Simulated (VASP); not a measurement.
Wanted: the native input for a VASP 6.6.1 run.

- Task: single point
- Functional: PBE
- Potentials or basis: VASP PAW PBE potentials, release 64 (Mo_sv, Zn)
- Cutoff: 520 eV
- k mesh: 7 × 7 × 7
- Occupations: fermi-dirac, width 0.05 eV
- Spin: no spin polarisation
- Dipole correction: no
- Further INCAR settings: ALGO = Normal; EDIFF = 1e-06; NBANDS = 35

The structure of ZnMo3 lies in POSCAR:

```
ZnMo3
1.0
    3.8626588829      0.0000000000      0.0000000000
    0.0000000000      3.8626588829      0.0000000000
    0.0000000000      0.0000000000      3.8626588829
Mo Zn
3 1
Direct
    0.5000000000      0.5000000000      0.0000000000
    0.5000000000      0.0000000000      0.5000000000
    0.0000000000      0.5000000000      0.5000000000
    0.0000000000      0.0000000000      0.0000000000
```

The input as run:

INCAR

```
SYSTEM = ZnMo3
  PREC = Accurate
  ENCUT = 520
  EDIFF = 1E-6
  ISMEAR = -1
  SIGMA = 0.05
  LREAL = .False.
  LASPH = .True.
  NELM = 100
  ALGO = Normal
  ISIF = 2
  LWAVE = .False.
  LCHARG = .True.
  GGA = PE
  LELF = .True.
  LVHAR = .True.
  NBANDS = 35
```

KPOINTS

```
regular mesh
0
Gamma
  7 7 7
  0 0 0
```

Potentials or basis: VASP PAW PBE potentials, release 64 (Mo_sv, Zn).

Launch:

```bash
$ cat potpaw_PBE.64/Mo_sv/POTCAR potpaw_PBE.64/Zn/POTCAR > POTCAR
$ mpirun -np 1 vasp_std > vasp.out
```

Results of the run:

- Pressure: 14.2 GPa
- Band gap on the k mesh: zero (band 27 reaches 12.15 eV, above the bottom of band 28 at 10.62 eV)

Wall time 27 s on 1 thread of Intel(R) Xeon(R) Platinum 8559C (Emerald Rapids) (shared host), peak memory 0.18 GiB.
